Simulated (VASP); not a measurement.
# B (P4/mmm) in VASP: relaxation of cell and atoms with PBE

Aim: the relaxation of cell and atoms of B with PBE.

Program: VASP 6.6.1. These are calculated values, not measurements. Logs are shortened: lines on timing, memory, paths and dates and some standing lists are left out, and cuts for length are marked.

## Step 1: The cell of the first run

The structure is tetragonal, space group P4/mmm (No. 123). Conventional cell: a = 2.250 Å, b = 2.250 Å, c = 6.084 Å, α = 90.00°, β = 90.00°, γ = 90.00°. B (site symmetry 4/mmm) has 12 B at 2.25 to 2.30 Å within 3.0 Å. Within 2.8 Å of B (site symmetry 4mm) lie 13 B at 2.10 to 2.75 Å. B (site symmetry 4/mmm) has 12 B at 2.10 to 2.25 Å within 2.8 Å.

## Step 2: Relaxation of cell and atoms, PBE

File INCAR:

```
ALGO = Normal
EDIFF = 1E-6
EDIFFG = -0.04
ENCUT = 600
GGA = PE
IBRION = 2
ISIF = 3
ISMEAR = 0
LASPH = T
LCHARG = F
LREAL = F
LWAVE = F
NELM = 100
NSW = 90
PREC = Accurate
SIGMA = 0.1
```

File KPOINTS:

```
k-points
0
Gamma
  8 8 4
```

File POSCAR:

```
B
1.0
    2.2499747500      0.0000000000      0.0000000000
    0.0000000000      2.2499747500      0.0000000000
    0.0000000000      0.0000000000      6.0844136600
B
4
Direct
    0.0000000000      0.0000000000      0.5000000000
    0.5000000000      0.5000000000      0.2261155100
    0.5000000000      0.5000000000      0.7738844900
    0.0000000000      0.0000000000      0.0000000000
```

Potentials or basis: VASP PAW PBE potentials, release 64 (B).

The run is started by

```bash
cat potpaw_PBE.64/B/POTCAR > POTCAR
mpirun -np 1 vasp_std > vasp.out
```

OUTCAR:

```text
EDIFF = 1E-6
   EDIFFG = -0.04
   ENCUT = 600
   GGA = PE
   IBRION = 2
   ISIF = 3
   ISMEAR = 0
   LASPH = T
   LREAL = F
   NELM = 100
   NSW = 90
   PREC = Accurate

 ion  position               nearest neighbor table
   1  0.000  0.000  0.500-
   2  0.500  0.500  0.226-   4 2.10   4 2.10   4 2.10   4 2.10
   3  0.500  0.500  0.774-   4 2.10   4 2.10   4 2.10   4 2.10
   4  0.000  0.000  0.000-   2 2.10   3 2.10   2 2.10   3 2.10   2 2.10   3 2.10   2 2.10   3 2.10

  LATTYP: Found a simple tetragonal cell.
 ALAT       =     2.2499747500
 C/A-ratio  =     2.7042141962

  Lattice vectors:

 A1 = (   2.2499747500,   0.0000000000,   0.0000000000)
 A2 = (   0.0000000000,   2.2499747500,   0.0000000000)
 A3 = (   0.0000000000,   0.0000000000,   6.0844136600)

Analysis of symmetry for initial positions (statically):
=====================================================================
 Subroutine PRICEL returns:
 Original cell was already a primitive cell.

 Routine SETGRP: Setting up the symmetry group for a
 simple tetragonal supercell.

 Subroutine GETGRP returns: Found 16 space group operations
 (whereof 16 operations were pure point group operations)
 out of a pool of 16 trial point group operations.

The static configuration has the point symmetry D_4h.

Analysis of symmetry for dynamics (positions and initial velocities):
=====================================================================
 Subroutine PRICEL returns:
 Original cell was already a primitive cell.

 Routine SETGRP: Setting up the symmetry group for a
 simple tetragonal supercell.

 Subroutine GETGRP returns: Found 16 space group operations
 (whereof 16 operations were pure point group operations)
 out of a pool of 16 trial point group operations.

The dynamic configuration has the point symmetry D_4h.

 Subroutine INISYM returns: Found 16 space group operations
 (whereof 16 operations are pure point group operations),
 and found     1 'primitive' translations

----------------------------------------------------------------------------------------

                                     Primitive cell

  volume of cell :      30.8017

  direct lattice vectors                    reciprocal lattice vectors
     2.249974750  0.000000000  0.000000000     0.444449432  0.000000000  0.000000000
     0.000000000  2.249974750  0.000000000     0.000000000  0.444449432  0.000000000
     0.000000000  0.000000000  6.084413660     0.000000000  0.000000000  0.164354374

  length of vectors
     2.249974750  2.249974750  6.084413660     0.444449432  0.444449432  0.164354374

  position of ions in fractional coordinates (direct lattice)
     0.000000000  0.000000000  0.500000000
     0.500000000  0.500000000  0.226115510
[... 74 lines left out ...]
   ICHARG =      2    charge: 1-file 2-atom 10-const
   ISPIN  =      1    spin polarized calculation?
   LNONCOLLINEAR =      F non collinear calculations
   LSORBIT =      F    spin-orbit coupling
   LASPH  =      T    aspherical Exc in radial PAW
   ENCUT  =  600.0 eV  44.10 Ry    6.64 a.u.   4.49  4.49 12.15*2*pi/ulx,y,z
   NELM   =    100;   NELMIN=  2; NELMDL= -5     # of ELM steps
   EDIFF  = 0.1E-05   stopping-criterion for ELM
   LREAL  =      F    real-space projection
   EDIFFG = -.4E-01   stopping-criterion for IOM
   NSW    =     90    number of steps for IOM
   IBRION =      2    ionic relax: 0-MD 1-quasi-New 2-CG
   NFREE  =      1    steps in history (QN), initial steepest desc. (CG)
   ISIF   =      3    stress and relaxation
   ISYM   =      2    0-nonsym 1-usesym 2-fastsym
   POTIM  = 0.5000    time-step for ionic-motion
   TEBEG  =    0.0;   TEEND  =   0.0 temperature during run
   PSTRESS=    0.0 pullay stress
   NELECT =      12.0000    total number of electrons
   NUPDOWN=      -1.0000    fix difference up-down
   EMIN   =  10.00;   EMAX   =-10.00  energy-range for DOS
   EFERMI =   0.00;   METHOD = LEGACY
   ISMEAR =     0;   SIGMA  =   0.10  broadening in eV -4-tet -1-fermi 0-gaus
   EFERMI_NEDOS =   21; number of points for ismear=-14 and -15
   IALGO  =     38    algorithm
   IMIX   =      4    mixing-type and parameters
     AMIX     =   0.40;   BMIX     =  1.00
     AMIX_MAG =   1.60;   BMIX_MAG =  1.00
  volume/ion in A,a.u.               =       7.70        51.96
  Fermi-wavevector in a.u.,A,eV,Ry     =   1.195668  2.259485 19.451185  1.429622
  Thomas-Fermi vector in A             =   2.331628
   LORBIT       =      0    0 simple, 1 ext, 2 COOP (PROOUT), +10 PAW based schemes
   GGA     = PE    functional components
   LHFCALC =     F    Hartree Fock is set to
   AEXX    =    0.0000 exact exchange contribution
   IVDW    =     0    specifies the selected vdW correction
   LEPSILON=     F    determine dielectric tensor
   LRPA    =     F    only Hartree local field effects (RPA)
 conjugate gradient relaxation of ions
 non-spin polarized calculation
 Gauss-broadening in eV      SIGMA  =   0.10
  energy-cutoff  :      600.00
  volume of cell :       30.80
 maximum number of plane-waves:      1056
 NGX is ok and might be reduce to    18
   NGX =  9   NGY =  9   NGZ = 25

--------------------------------------- Ionic step        1  -------------------------------------------

 number of electron      11.9999999 magnetization

 Free energy of the ion-electron system (eV)
  ---------------------------------------------------
  ext. energy  EPLUGINS =         0.00000000
  ---------------------------------------------------
  free energy    TOTEN  =       -20.08249474 eV

  energy without entropy =      -20.07260705  energy(sigma->0) =      -20.07755089

 E-fermi :   7.4819     XC(G=0): -11.9154

 val. band max:        7.4642979438   @ k =   0.5000   0.3750   0.0000
 cond. band min:       7.4985738372   @ k =   0.5000   0.0000   0.2500
 fundamental gap:      0.0342758933
 Fermi energy:         7.4818569887

 k-point     1 :       0.0000    0.0000    0.0000
  band No.  band energies     occupation
      1      -8.9896      2.00000
      2      -5.3489      2.00000
      3      -5.1661      2.00000
      4       2.5771      2.00000
      5       7.4138      1.66410
      6      11.3751      0.00000
      7      11.3751      0.00000
      8      14.8634      0.00000
      9      14.8660      0.00000
     10      15.1103      0.00000
[... 564 lines left out ...]
--------------------------------------- Ionic step        8  -------------------------------------------

 number of electron      12.0000000 magnetization

 Free energy of the ion-electron system (eV)
  ---------------------------------------------------
  ext. energy  EPLUGINS =         0.00000000
  ---------------------------------------------------
  free energy    TOTEN  =       -21.42119171 eV

  energy without entropy =      -21.41153882  energy(sigma->0) =      -21.41636527

 E-fermi :  10.5052     XC(G=0): -13.0124

 val. band max:       10.4983170621   @ k =   0.5000   0.3750   0.5000
 cond. band min:      10.5362527649   @ k =   0.3750   0.2500   0.2500
 fundamental gap:      0.0379357028
 Fermi energy:        10.5052090070

 k-point     1 :       0.0000    0.0000    0.0000
  band No.  band energies     occupation
      1      -8.6286      2.00000
      2      -4.8072      2.00000
      3      -4.8072      2.00000
      4       3.9628      2.00000
      5      11.3440      0.00000
      6      15.9082      0.00000
      7      15.9082      0.00000
      8      19.7960      0.00000
      9      19.7960      0.00000
     10      19.7960      0.00000
[... 330 lines left out ...]
  FREE ENERGIE OF THE ION-ELECTRON SYSTEM (eV)
  ---------------------------------------------------
  free  energy   TOTEN  =       -21.4211917142 eV

  energy  without entropy=      -21.4115388187  energy(sigma->0) =      -21.41636527

 reached required accuracy - stopping structural energy minimisation
```

OSZICAR:

```text
N       E                     dE             d eps       ncg     rms          rms(c)
DAV:   1     0.163244562978E+02    0.16324E+02   -0.65537E+03   900   0.125E+03
[... 54 lines left out ...]
DAV:   3    -0.214209673342E+02    0.26904E-04   -0.16476E-05  1050   0.443E-02    0.877E-03
DAV:   4    -0.214209667583E+02    0.57587E-06   -0.82175E-07   568   0.969E-03
   7 F= -.21420967E+02 E0= -.21416173E+02  d E =-.135078E-01
       N       E                     dE             d eps       ncg     rms          rms(c)
DAV:   1    -0.214211915177E+02   -0.22418E-03   -0.43768E-03   978   0.680E-01    0.222E-02
DAV:   2    -0.214211923230E+02   -0.80526E-06   -0.31871E-05  1046   0.520E-02    0.134E-02
DAV:   3    -0.214211917142E+02    0.60875E-06   -0.13463E-06   764   0.127E-02
   8 F= -.21421192E+02 E0= -.21416365E+02  d E =-.224956E-03
```

CONTCAR:

```text
B
   1.00000000000000
     2.0548757086544578    0.0000000000000000   -0.0000000000000000
    -0.0000000000000000    2.0548757086544578    0.0000000000000000
     0.0000000000000000    0.0000000000000000    5.5907650620950413
  B
     4
Direct
     1.0000000000000000    0.0000000000000000    0.5000000000000000
     0.5000000000000000    0.5000000000000000    0.2500135828659968
     0.5000000000000000    0.5000000000000000    0.7499864171340032
     1.0000000000000000    0.0000000000000000    1.0000000000000000

  0.00000000E+00  0.00000000E+00  0.00000000E+00
  0.00000000E+00  0.00000000E+00  0.00000000E+00
  0.00000000E+00  0.00000000E+00  0.00000000E+00
  0.00000000E+00  0.00000000E+00  0.00000000E+00
```

It took 27 s on 1 thread of Intel Xeon 6975P-C (Granite Rapids), shared host; peak memory 0.14 GiB.

Results:

- Free energy: -21.4212 eV
- Relaxed volume: 5.90 Å³/atom
- Relaxed cell: a = 2.055 Å, b = 2.055 Å, c = 5.591 Å, α = 90.00°, β = 90.00°, γ = 90.00°
- Space group after relaxing (to 0.05 Å): I4/mmm (No. 139)
- Energy gained by relaxing: 334.7 meV/atom
- Ionic steps: 8
- Pressure after relaxing: 0.0 GPa

Step by step:
| step | energy change (eV) | largest force (eV/Å) | pressure (GPa) | volume (Å³) |
| --- | --- | --- | --- | --- |
| 1 | 0.0000 | 0.8527 | -39.56 | 30.80 |
| 2 | -1.1755 | 1.6097 | 8.62 | 23.08 |
| 3 | -1.1832 | 1.5851 | 3.55 | 23.50 |
| 4 | -1.3229 | 0.2911 | 5.54 | 23.15 |
| 5 | -1.3250 | 0.1016 | 6.10 | 23.10 |
| 6 | -1.3367 | 0.0328 | -2.58 | 23.84 |
| 7 | -1.3385 | 0.0020 | -0.38 | 23.64 |
| 8 | -1.3387 | 0.0013 | 0.04 | 23.61 |

Final structure:
```
CELL_PARAMETERS angstrom
2.05488 0.00000 0.00000
0.00000 2.05488 0.00000
0.00000 0.00000 5.59077
ATOMIC_POSITIONS crystal
B 0.00000 0.00000 0.50000
B 0.50000 0.50000 0.25001
B 0.50000 0.50000 0.74999
B 0.00000 0.00000 0.00000
```

Levels at points of the mesh, in eV from the Fermi level:
```csv
k point,band 4,band 5,band 6,band 7,band 8,band 9
"(0.00, 0.00, 0.00)",-6.54,0.84,5.40,5.40,9.29,9.29
"(0.50, 0.00, 0.00)",-9.96,-5.61,-5.61,1.59,1.59,6.31
"(0.50, 0.50, 0.00)",-2.98,-2.98,-2.98,-0.77,-0.77,-0.15
"(0.00, 0.00, 0.50)",-10.69,6.41,6.41,6.41,6.41,6.62
"(0.50, 0.00, 0.50)",-11.27,-2.57,-2.57,-2.57,-2.57,10.86
"(0.50, 0.50, 0.50)",-6.33,-0.50,-0.50,-0.50,-0.50,2.31
```

Caveat: the volume moved by over 15 % at a fixed basis, so the end points are rough; the bands computed are all filled at some k points, so no gap is given.
